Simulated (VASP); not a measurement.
**Ca: single point with PBE**

The system is Ca.

```
Ca
1.0
     3.48866    0.00000    0.00000
     0.00000    3.48866    0.00000
     0.00000    0.00000    3.48866
Ca
1
Direct
  0.00000 0.00000 0.00000
```

This isn't the form of Ca at room conditions, which is fcc.

```
Program             : VASP 6.6.1
Task                : single point
Functional          : PBE
Potentials or basis : VASP PAW PBE potentials, release 64 (Ca_sv)
Cutoff              : 500 eV
k mesh              : 6 × 6 × 6
Occupations         : gaussian, width 0.1 eV
Spin                : no spin polarisation
```

| Property | Result |
| --- | --- |
| Pressure | 0.5 GPa |
| Band gap on the k mesh | zero (bands 5 and 6 overlap by 1.16 eV) |

Levels at points of the mesh, in eV from the Fermi level:
```tsv
k point	band 1	band 2	band 3	band 4	band 5	band 6	band 7	band 8	band 9	band 10
(0.00, 0.00, 0.00)	-42.03	-22.91	-22.91	-22.91	-3.70	0.99	0.99	4.30	4.30	4.30
(0.50, 0.00, 0.00)	-42.01	-23.14	-22.89	-22.89	-1.01	-0.32	1.50	3.05	3.05	4.41
(0.50, 0.50, 0.00)	-41.99	-23.11	-23.11	-22.88	-0.23	1.10	2.58	2.58	3.35	3.35
(0.50, 0.50, 0.50)	-41.97	-23.08	-23.08	-23.08	0.84	0.84	0.84	5.06	5.06	5.77
```

Wall time 8.2 s on 1 thread of Intel(R) Xeon(R) Platinum 8259CL CPU @ 2.50GHz (Skylake/Cascade Lake), with other jobs on the host, peak memory 0.15 GiB.
